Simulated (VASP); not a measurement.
Ni: single point with PBEsol

Ni:

```
CELL_PARAMETERS angstrom
0.00000 1.77165 1.77165
1.77165 0.00000 1.77165
1.77165 1.77165 0.00000
ATOMIC_POSITIONS crystal
Ni 0.00000 0.00000 0.00000
```

```yaml
Program: VASP 6.6.1
Task: single point
Functional: PBEsol
Potentials_or_basis: VASP PAW PBE potentials, release 64 (Ni)
Cutoff: 520 eV
k_mesh: 15 × 15 × 15
Occupations: fermi-dirac, width 0.1 eV
Spin: collinear spin, ferromagnetic start
Starting_moments: "[1.68] μB"
Fixed_moment: 1.68 μB
Dipole_correction: no
Further_INCAR_settings: ALGO = Normal; EDIFF = 1e-06; NBANDS = 15
```

```yaml
Pressure: 2.3 GPa
Net_moment: 1.68 μB per cell
Site_moments: Ni +1.59 μB
Valence_electrons_inside_the_program's_atomic_spheres: Ni 9.23
```

Wall time 30 s on 1 thread of Intel(R) Xeon(R) Platinum 8375C CPU @ 2.90GHz (Ice Lake), on a shared host, peak memory 0.15 GiB.

Caveat: the PAW data sets were made with another functional, which shifts forces and pressure a little; the total moment is fixed, so each spin has its own Fermi level.
